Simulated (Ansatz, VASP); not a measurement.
## Two plane-wave programs on AsH3

Contents of INCAR:

```
SYSTEM = AsH3
  ALGO = Normal
  DIPOL = 0.5 0.5 0.588
  EDIFF = 1E-6
  ENCUT = 520
  GGA = PE
  IDIPOL = 3
  ISIF = 2
  ISMEAR = 0
  IVDW = 12
  LASPH = .TRUE.
  LCHARG = .FALSE.
  LDIPOL = .TRUE.
  LREAL = .FALSE.
  LWAVE = .FALSE.
  NBANDS = 12
  NELM = 100
  PREC = Accurate
  SIGMA = 0.1
```

The input KPOINTS:

```
k-points
0
G
  4 4 1
  0 0 0
```

Contents of POSCAR:

```
AsH3
1.0
    5.4313155572      0.0000000000      0.0000000000
   -2.7156577786      4.7036572485      0.0000000000
    0.0000000000      0.0000000000     23.7426505824
As H
1 3
Direct
    0.8161629224      0.6340739481      0.6039915929
    1.3301759101      0.6619026296      0.5633396814
    0.5201203872      0.0527889487      0.5903571160
    1.0651111483      1.1471038481      0.5930976497
```

Input for Ansatz:

```yaml
crystal:
  lattice:
    - [5.4313155572, 0.0, 0.0]
    - [-2.7156577786, 4.7036572485, 0.0]
    - [0.0, 0.0, 23.7426505824]
  atoms:
    - { symbol: As, position: [0.8161629224, 0.6340739481, 0.6039915929] }
    - { symbol: H, position: [1.3301759101, 0.6619026296, 0.5633396814] }
    - { symbol: H, position: [0.5201203872, 0.0527889487, 0.590357116] }
    - { symbol: H, position: [1.0651111483, 1.1471038481, 0.5930976497] }
basis:
  ecutwfc: 420
kpoints:
  mp_grid: { grid: [4, 4, 1] }
hamiltonian:
  xc: pbe
  dispersion: d3bj
scf:
  occupations: { method: gaussian, width: 0.1 }
output:
  forces: true
  eigenvalues: true
  write_density: true
  volumetric_format: npy
efield:
  axis: 3
  dipole_correction: true
  ramp_width: 0.04
```

Alike in both runs: task single point; functional PBE; dispersion D3(BJ); k mesh 4 × 4 × 1; occupations gaussian, width 0.1 eV; no spin polarisation.

|  | VASP | Ansatz |
| --- | --- | --- |
| version | VASP 6.6.1 | Ansatz 0.2.0 |
| potentials or method | VASP PAW PBE potentials, release 64 (As, H), cutoff 520 eV | scalar-relativistic, plane waves, PAW |
| valence electrons in the cell | 8 | 18 |

```csv
,VASP,Ansatz,Ansatz less VASP
gap on the k mesh at the Fermi level (eV),none,none,-
rms of the force components (eV/Å),0.730,0.730,-0.0002
```

Atom by atom the forces differ by 0.001 eV/Å (rms over components). A gap of «none» marks a metal or a gap that the smearing closes. VASP's potentials hold 8 valence electrons a cell and Ansatz's 18, so a difference there can come from the potentials and not from the codes.
